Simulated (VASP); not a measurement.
# Ti (I4/mmm) in VASP: further runs

Ti is run at these levels: PBE; tasks: single point.

Program: VASP 6.6.1. These are calculated values, not measurements. Logs are shortened: lines on timing, memory, paths and dates and some standing lists are left out, and cuts for length are marked.

**1. The cell of the first run**

It takes space group I4/mmm (No. 139, tetragonal). The conventional cell has a = 2.700 Å, b = 2.700 Å, c = 4.227 Å, α = 90.00°, β = 90.00°, γ = 90.00°. Ti (site symmetry 4/mmm) has 12 Ti at 2.70 to 2.85 Å within 3.6 Å.

**2. Single point, PBE (volume 15.407 Å^3 an atom, c/a of the conventional cell 1.5658)**

INCAR

```
  ALGO = Fast
  EDIFF = 1E-6
  ENCUT = 520
  GGA = PE
  ISIF = 2
  ISMEAR = 0
  LASPH = True
  LCHARG = False
  LREAL = False
  LWAVE = False
  NBANDS = 12
  NELM = 60
  PREC = Accurate
  SIGMA = 0.15
```

KPOINTS

```
k-points
0
Gamma
  22 22 22
```

POSCAR

```
Ti
1.0
   -1.3499176245      1.3499176245      2.1137010164
    1.3499176245     -1.3499176245      2.1137010164
    1.3499176245      1.3499176245     -2.1137010164
Ti
1
Direct
    0.0000000000      0.0000000000      0.0000000000
```

Potentials or basis: VASP PAW PBE potentials, release 64 (Ti_sv).

Command:

```
cat potpaw_PBE.64/Ti_sv/POTCAR > POTCAR
mpirun -np 1 vasp_std > vasp.out
```

OUTCAR:

```text
EDIFF = 1E-6
   ENCUT = 520
   GGA = PE
   ISIF = 2
   ISMEAR = 0
   LASPH = True
   LREAL = False
   NELM = 60
   PREC = Accurate

 ion  position               nearest neighbor table
   1  0.000  0.000  0.000-

  LATTYP: Found a body centered tetragonal cell.
 ALAT       =     2.6998352490
 C/A-ratio  =     1.5658000000

  Lattice vectors:

 A1 = (  -1.3499176245,   1.3499176245,   2.1137010164)
 A2 = (   1.3499176245,  -1.3499176245,   2.1137010164)
 A3 = (   1.3499176245,   1.3499176245,  -2.1137010164)

Analysis of symmetry for initial positions (statically):
=====================================================================
 Subroutine PRICEL returns:
 Original cell was already a primitive cell.

 Routine SETGRP: Setting up the symmetry group for a
 body centered tetragonal supercell.

 Subroutine GETGRP returns: Found 16 space group operations
 (whereof 16 operations were pure point group operations)
 out of a pool of 16 trial point group operations.

The static configuration has the point symmetry D_4h.

Analysis of symmetry for dynamics (positions and initial velocities):
=====================================================================
 Subroutine PRICEL returns:
 Original cell was already a primitive cell.

 Routine SETGRP: Setting up the symmetry group for a
 body centered tetragonal supercell.

 Subroutine GETGRP returns: Found 16 space group operations
 (whereof 16 operations were pure point group operations)
 out of a pool of 16 trial point group operations.

The dynamic configuration has the point symmetry D_4h.

 Subroutine INISYM returns: Found 16 space group operations
 (whereof 16 operations are pure point group operations),
 and found     1 'primitive' translations

----------------------------------------------------------------------------------------

                                     Primitive cell

  volume of cell :      15.4070

  direct lattice vectors                    reciprocal lattice vectors
    -1.349917624  1.349917624  2.113701016     0.000000000  0.370392971  0.236551904
     1.349917624 -1.349917624  2.113701016     0.370392971  0.000000000  0.236551904
     1.349917624  1.349917624 -2.113701016     0.370392971  0.370392971  0.000000000

  length of vectors
     2.848207712  2.848207712  2.848207712     0.439485786  0.439485786  0.523814763

  position of ions in fractional coordinates (direct lattice)
     0.000000000  0.000000000  0.000000000

  ion indices of the primitive-cell ions
   primitive index   ion index
                 1           1

----------------------------------------------------------------------------------------

 KPOINTS: k-points

Automatic generation of k-mesh.
 Grid dimensions read from file:
 generate k-points for:   22   22   22

 Generating k-lattice:

  Cartesian coordinates                     Fractional coordinates (reciprocal lattice)
     0.000000000  0.016836044  0.010752359     0.045454545  0.000000000  0.000000000
     0.016836044  0.000000000  0.010752359     0.000000000  0.045454545  0.000000000
     0.016836044  0.016836044  0.000000000     0.000000000  0.000000000  0.045454545

  Length of vectors
     0.019976627  0.019976627  0.023809762

  Shift w.r.t. Gamma in fractional coordinates (k-lattice)
     0.000000000  0.000000000  0.000000000

 Subroutine IBZKPT returns following result:
 ===========================================

 Found    834 irreducible k-points:

 Following reciprocal coordinates:
            Coordinates               Weight
  0.000000  0.000000  0.000000      1.000000
  0.045455  0.000000  0.000000      8.000000
  0.090909  0.000000  0.000000      8.000000
  0.136364 -0.000000  0.000000      8.000000
  0.181818 -0.000000  0.000000      8.000000
  0.227273  0.000000 -0.000000      8.000000
[... 16 lines left out ...]
  0.500000  0.045455  0.000000     16.000000
 -0.454545  0.045455  0.000000     16.000000
 [... further k-points ...]
   k-points           NKPTS =    834   k-points in BZ     NKDIM =    834   number of bands    NBANDS=     12
   number of dos      NEDOS =    301   number of ions     NIONS =      1
   total plane-waves  NPLWV =  13824
   dimension x,y,z NGX =    24 NGY =   24 NGZ =   24
   dimension x,y,z NGXF=    48 NGYF=   48 NGZF=   48
   ions per type =               1
   NGX,Y,Z   is equivalent  to a cutoff of  14.01, 14.01, 14.01 a.u.
   NGXF,Y,Z  is equivalent  to a cutoff of  28.02, 28.02, 28.02 a.u.
 SYSTEM =  unknown system
   PREC   = accura    normal or accurate (medium, high low for compatibility)
   ISTART =      0    job   : 0-new  1-cont  2-samecut
   ICHARG =      2    charge: 1-file 2-atom 10-const
   ISPIN  =      1    spin polarized calculation?
   LNONCOLLINEAR =      F non collinear calculations
   LSORBIT =      F    spin-orbit coupling
   LASPH  =      T    aspherical Exc in radial PAW
   ENCUT  =  520.0 eV  38.22 Ry    6.18 a.u.   5.30  5.30  5.30*2*pi/ulx,y,z
   NELM   =     60;   NELMIN=  2; NELMDL= -5     # of ELM steps
   EDIFF  = 0.1E-05   stopping-criterion for ELM
   LREAL  =      F    real-space projection
   EDIFFG = 0.1E-04   stopping-criterion for IOM
   NSW    =      0    number of steps for IOM
   IBRION =     -1    ionic relax: 0-MD 1-quasi-New 2-CG
   NFREE  =      0    steps in history (QN), initial steepest desc. (CG)
   ISIF   =      2    stress and relaxation
   ISYM   =      2    0-nonsym 1-usesym 2-fastsym
   POTIM  = 0.5000    time-step for ionic-motion
   TEBEG  =    0.0;   TEEND  =   0.0 temperature during run
   PSTRESS=    0.0 pullay stress
   NELECT =      12.0000    total number of electrons
   NUPDOWN=      -1.0000    fix difference up-down
   EMIN   =  10.00;   EMAX   =-10.00  energy-range for DOS
   EFERMI =   0.00;   METHOD = LEGACY
   ISMEAR =     0;   SIGMA  =   0.15  broadening in eV -4-tet -1-fermi 0-gaus
   EFERMI_NEDOS =   21; number of points for ismear=-14 and -15
   IALGO  =     68    algorithm
   IMIX   =      4    mixing-type and parameters
     AMIX     =   0.40;   BMIX     =  1.00
     AMIX_MAG =   1.60;   BMIX_MAG =  1.00
  volume/ion in A,a.u.               =      15.41       103.97
  Fermi-wavevector in a.u.,A,eV,Ry     =   1.506246  2.846392 30.868582  2.268777
  Thomas-Fermi vector in A             =   2.616989
   LORBIT       =      0    0 simple, 1 ext, 2 COOP (PROOUT), +10 PAW based schemes
   GGA     = PE    functional components
   LHFCALC =     F    Hartree Fock is set to
   AEXX    =    0.0000 exact exchange contribution
   IVDW    =     0    specifies the selected vdW correction
   LEPSILON=     F    determine dielectric tensor
   LRPA    =     F    only Hartree local field effects (RPA)
 non-spin polarized calculation
 RMM-DIIS sequential band-by-band and
 Gauss-broadening in eV      SIGMA  =   0.15
  energy-cutoff  :      520.00
  volume of cell :       15.41
 maximum number of plane-waves:       425
 NGX is ok and might be reduce to    24
   NGX = 11   NGY = 11   NGZ = 11

 number of electron      11.9999999 magnetization

 Free energy of the ion-electron system (eV)
  ---------------------------------------------------
  ext. energy  EPLUGINS =         0.00000000
  ---------------------------------------------------
  free energy    TOTEN  =        -7.69031245 eV

  energy without entropy =       -7.67021033  energy(sigma->0) =       -7.68026139

 E-fermi :   9.5180     XC(G=0): -12.0733

 val. band max:        9.5167523937   @ k =   0.2727   0.2273   0.0455
 cond. band min:       9.5184592215   @ k =   0.3182   0.2273   0.1818
 fundamental gap:      0.0017068278
 Fermi energy:         9.5179694218

 k-point     1 :       0.0000    0.0000    0.0000
  band No.  band energies     occupation
      1     -46.9713      2.00000
      2     -22.6778      2.00000
      3     -22.6461      2.00000
      4     -22.6461      2.00000
      5       3.2017      2.00000
      6       9.8936      0.00040
      7      10.8688      0.00000
      8      10.8688      0.00000
      9      11.7656      0.00000
     10      12.9288      0.00000
     11      25.6502      0.00000
     12      28.7354      0.00000

 k-point     2 :       0.0455    0.0000    0.0000
  band No.  band energies     occupation
      1     -46.9673      2.00000
      2     -22.6874      2.00000
      3     -22.6614      2.00000
      4     -22.6473      2.00000
      5       3.2776      2.00000
      6       9.9075      0.00024
      7      10.8306      0.00000
      8      10.8971      0.00000
      9      11.7574      0.00000
     10      12.8998      0.00000
     11      25.7273      0.00000
     12      28.6636      0.00000

 k-point     3 :       0.0909    0.0000    0.0000
  band No.  band energies     occupation
      1     -46.9556      2.00000
      2     -22.7392      2.00000
      3     -22.6821      2.00000
      4     -22.6507      2.00000
      5       3.5011      2.00000
      6       9.9329      0.00009
      7      10.7286      0.00000
      8      10.9772      0.00000
      9      11.7492      0.00000
     10      12.8205      0.00000
     11      25.9202      0.00000
     12      28.2400      0.00000
[... 286 lines left out ...]
 k-point    23 :       0.5000    0.0455    0.0000
  band No.  band energies     occupation
      1     -46.7679      2.00000
      2     -23.6463      2.00000
      3     -22.8526      2.00000
      4     -22.7179      2.00000
      5       6.7398      2.00000
      6       9.9209      0.00015
      7      10.3321      0.00000
      8      10.9312      0.00000
      9      13.5779      0.00000
     10      13.8861      0.00000
     11      19.1114      0.00000
     12      24.5567      0.00000

 k-point    24 :      -0.4545    0.0455    0.0000
  band No.  band energies     occupation
      1     -46.7741      2.00000
      2     -23.6182      2.00000
      3     -22.8473      2.00000
      4     -22.7143      2.00000
      5       6.6970      2.00000
      6       9.9668      0.00002
      7      10.1732      0.00000
      8      10.9125      0.00000
      9      13.4732      0.00000
     10      13.7913      0.00000
     11      19.4918      0.00000
     12      24.6865      0.00000

 [... further k-points ...]

------------------------ aborting loop because EDIFF is reached ----------------------------------------

  FORCE on cell =-STRESS in cart. coord.  units (eV):
  Direction    XX          YY          ZZ          XY          YZ          ZX
  --------------------------------------------------------------------------------------
  -------------------------------------------------------------------------------------
  Total        1.5618626      1.5618626      1.2938310      0.0000000      0.0000000      0.0000000
  in kB      162.4184404    162.4184404    134.5457732      0.0000000      0.0000000      0.0000000
  external PRESSURE =     153.1275514 kB  Pullay stress =       0.0000000 kB

 VOLUME and BASIS-vectors are now :
 -----------------------------------------------------------------------------
  energy-cutoff  :      520.00
  volume of cell :       15.41
      direct lattice vectors                 reciprocal lattice vectors
    -1.349917624  1.349917624  2.113701016     0.000000000  0.370392971  0.236551904
     1.349917624 -1.349917624  2.113701016     0.370392971  0.000000000  0.236551904
     1.349917624  1.349917624 -2.113701016     0.370392971  0.370392971  0.000000000

 POSITION                                       TOTAL-FORCE (eV/Angst)
 -----------------------------------------------------------------------------------
      0.00000      0.00000      0.00000        -0.000000      0.000000      0.000000
 -----------------------------------------------------------------------------------
    total drift:                                0.000000      0.000000      0.000000

  FREE ENERGIE OF THE ION-ELECTRON SYSTEM (eV)
  ---------------------------------------------------
  free  energy   TOTEN  =        -7.6903124482 eV

  energy  without entropy=       -7.6702103255  energy(sigma->0) =       -7.68026139
```

Wall time 94 s (1 thread of Intel Xeon 6975P-C (Granite Rapids), shared host); peak memory 0.26 GiB.

What came out:

| Property | Result |
| --- | --- |
| Free energy | -7.6903 eV |
| Pressure | 15.3 GPa |
| Band gap on the k mesh | zero (band 6 reaches 10.19 eV, above the bottom of band 7 at 8.84 eV) |

Stress tensor (GPa, compression positive):
```
16.24  0.00  0.00
 0.00 16.24  0.00
 0.00  0.00 13.45
```

Levels at points of the mesh, in eV from the Fermi level:
```csv
k point,band 3,band 4,band 5,band 6,band 7,band 8,band 9,band 10
"(0.00, 0.00, 0.00)",-32.16,-32.16,-6.32,0.38,1.35,1.35,2.25,3.41
"(0.50, 0.00, 0.00)",-32.37,-32.22,-2.84,0.37,1.05,1.34,3.97,4.33
"(0.50, 0.50, 0.00)",-32.67,-32.47,-2.99,-2.04,4.04,4.07,4.21,4.87
"(0.50, 0.50, 0.50)",-32.41,-32.41,-2.98,-1.87,2.21,4.22,4.44,4.44
```

**3. Single point, PBE (volume 15.407 Å^3 an atom, c/a of the conventional cell 0.8612)**

INCAR

```
SYSTEM = Ti
PREC = Accurate
ENCUT = 520
EDIFF = 1E-6
ISMEAR = 0
SIGMA = 0.15
LREAL = .FALSE.
LASPH = .TRUE.
NELM = 60
ALGO = Fast
ISIF = 2
LWAVE = .FALSE.
LCHARG = .FALSE.
GGA = PE
NBANDS = 12
```

KPOINTS

```
regular mesh
0
G
  22 22 22
  0 0 0
```

POSCAR

```
Ti
1.0
   -1.6475983816      1.6475983816      1.4189117263
    1.6475983816     -1.6475983816      1.4189117263
    1.6475983816      1.6475983816     -1.4189117263
Ti
1
Direct
    0.0000000000      0.0000000000      0.0000000000
```

Potentials or basis: VASP PAW PBE potentials, release 64 (Ti_sv).

Command:

```
cat potpaw_PBE.64/Ti_sv/POTCAR > POTCAR
mpirun -np 1 vasp_std > vasp.out
```

Wall time 81 s (1 thread of Intel Xeon 6975P-C (Granite Rapids), shared host); peak memory 0.25 GiB.

The run converged. Its results:

| Item | Value |
| --- | --- |
| Free energy | -7.6764 eV |
| Pressure | 14.0 GPa |
| Band gap on the k mesh | zero (band 6 reaches 10.39 eV, above the bottom of band 7 at 8.78 eV) |

Stress tensor (GPa, compression positive):
```
14.01  0.00  0.00
 0.00 14.01  0.00
 0.00  0.00 14.12
```

Levels at points of the mesh, in eV from the Fermi level:
```csv
k point,band 3,band 4,band 5,band 6,band 7,band 8,band 9,band 10
"(0.00, 0.00, 0.00)",-32.07,-32.03,-6.24,0.24,1.61,1.61,2.09,3.68
"(0.50, 0.00, 0.00)",-32.38,-32.15,-2.83,-1.02,2.01,2.96,4.24,4.80
"(0.50, 0.50, 0.00)",-32.25,-32.03,-2.77,0.53,0.78,2.02,3.07,4.75
"(0.50, 0.50, 0.50)",-32.80,-32.50,-2.80,-2.37,4.40,4.40,4.68,7.93
```

**4. Single point, PBE (volume 15.407 Å^3 an atom, c/a of the conventional cell 0.9280)**

INCAR

```
SYSTEM = Ti
ALGO     = Fast           ! electronic algorithm
EDIFF    = 1E-6           ! SCF threshold, eV
ENCUT    = 520            ! plane-wave cutoff, eV
GGA      = PE             ! functional
ISIF     = 2              ! what is computed and relaxed
ISMEAR   = 0              ! smearing method
LASPH    = .True.         ! aspherical terms in the spheres
LCHARG   = .True.         ! write CHGCAR
LELF     = .True.         ! ELF
LREAL    = .False.        ! projectors in reciprocal space
LVHAR    = .True.       
LWAVE    = .False.        ! write WAVECAR
NBANDS   = 12             ! bands
NELM     = 60             ! most SCF steps
PREC     = Accurate       ! precision mode
SIGMA    = 0.15           ! smearing width, eV
```

KPOINTS

```
k-points
0
Gamma
  22 22 22
  0 0 0
```

POSCAR

```
Ti
1.0
   -1.6070770716      1.6070770716      1.4913675225
    1.6070770716     -1.6070770716      1.4913675225
    1.6070770716      1.6070770716     -1.4913675225
Ti
1
Direct
    0.0000000000      0.0000000000      0.0000000000
```

Command:

```
cat potpaw_PBE.64/Ti_sv/POTCAR > POTCAR
mpirun -np 1 vasp_std > vasp.out
```

It took 1.7 min on 1 thread of Intel Xeon 6975P-C (Granite Rapids), shared host; peak memory 0.25 GiB.

It converged, with:

```yaml
Free_energy: -7.6675 eV
Pressure: 14.1 GPa
Band_gap_on_the_k_mesh: zero (band 6 reaches 10.41 eV, above the bottom of band 7 at 8.69 eV)
```

Stress tensor (GPa, compression positive):
```
14.90  0.00  0.00
 0.00 14.90  0.00
 0.00  0.00 12.59
```

Levels at points of the mesh, in eV from the Fermi level:
```csv
k point,band 3,band 4,band 5,band 6,band 7,band 8,band 9,band 10
"(0.00, 0.00, 0.00)",-32.03,-32.03,-6.21,0.66,1.31,1.31,2.66,3.44
"(0.50, 0.00, 0.00)",-32.34,-32.07,-2.80,-0.79,1.76,3.12,3.85,4.92
"(0.50, 0.50, 0.00)",-32.29,-32.01,-2.76,-0.03,1.17,2.61,3.31,4.85
"(0.50, 0.50, 0.50)",-32.73,-32.59,-2.68,-2.45,4.46,4.46,4.61,8.67
```

**5. Summary**

```csv
cell,gap on the mesh (eV),pressure (GPa)
"a = 2.848 Å, angles 123.4, 123.4, 84.2°, 1 atom",none,15.3
"a = 2.728 Å, angles 105.7, 105.7, 117.3°, 1 atom",none,14.0
"a = 2.718 Å, angles 107.5, 107.5, 113.5°, 1 atom",none,14.1
```

Alike in all rows: task single point; level PBE; potentials or basis VASP PAW PBE potentials, release 64 (Ti_sv); no spin polarisation; k mesh 22 × 22 × 22; cutoff (eV) 520; smearing gaussian 0.15 eV.

Absolute energies hang on the potentials; compare differences alone.
